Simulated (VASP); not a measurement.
Here is a VASP 6.6.1 calculation.

Contents of INCAR:

```
ALGO = Normal
EDIFF = 1E-6
ENCUT = 520
GGA = CA
ISIF = 2
ISMEAR = -1
LASPH = T
LCHARG = T
LELF = T
LREAL = F
LVHAR = T
LWAVE = F
NBANDS = 9
NELM = 60
PREC = Accurate
SIGMA = 0.05
```

Contents of KPOINTS:

```
k-points
0
Gamma
  6 6 6
```

POSCAR

```
LiH
1.0
    0.0000000000      2.0367500000      2.0367500000
    2.0367500000      0.0000000000      2.0367500000
    2.0367500000      2.0367500000      0.0000000000
Li H
1 1
Direct
    0.0000000000      0.0000000000      0.0000000000
    0.5000000000      0.5000000000      0.5000000000
```

Potentials or basis: VASP PAW LDA potentials, release 64 (Li_sv, H).

Command:

```sh
$ cat potpaw_LDA.64/Li_sv/POTCAR potpaw_LDA.64/H/POTCAR > POTCAR
$ mpirun -np 1 vasp_std > vasp.out
```

(1) What does it give for the band gap on the k mesh?

Answers

(1) 2.65 eV, direct.

Caveat: the k points lie up to 0.45 Å⁻¹ apart.
